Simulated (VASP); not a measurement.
A run of VASP 6.6.1:

INCAR

```
PREC = Accurate ; ENCUT = 520
EDIFF = 1E-7 ; ISMEAR = -1
SIGMA = 0.05 ; LREAL = False
LASPH = True ; NELM = 60
ALGO = Normal ; ISIF = 2
LWAVE = False ; LCHARG = False
GGA = PS ; NBANDS = 19
```

Contents of KPOINTS:

```
Automatic mesh
0
Gamma
  10 10 5
```

POSCAR

```
ScNb
1.0
    3.0270652502      0.0000000000      0.0000000000
   -1.5135326251      2.6215154056      0.0000000000
    0.0000000000      0.0000000000      4.9960001970
Nb Sc
1 1
Direct
    0.3333333333      0.6666666667      0.5000000000
    0.0000000000      0.0000000000      0.0000000000
```

Potentials or basis: VASP PAW PBE potentials, release 64 (Nb_sv, Sc_sv).

Launch:

```bash
$ cat potpaw_PBE.64/Nb_sv/POTCAR potpaw_PBE.64/Sc_sv/POTCAR > POTCAR
$ mpirun -np 1 vasp_std > vasp.out
```

Hardware: 1 thread of Intel(R) Xeon(R) Platinum 8488C (Sapphire Rapids), on a shared host.

**Question.** Estimate the wall time of this run.

**Answer.** Run time: 16 s on 1 thread of Intel(R) Xeon(R) Platinum 8488C (Sapphire Rapids), with other jobs on the host, peak memory 0.18 GiB. Counts: scf iterations 14, k points 42.
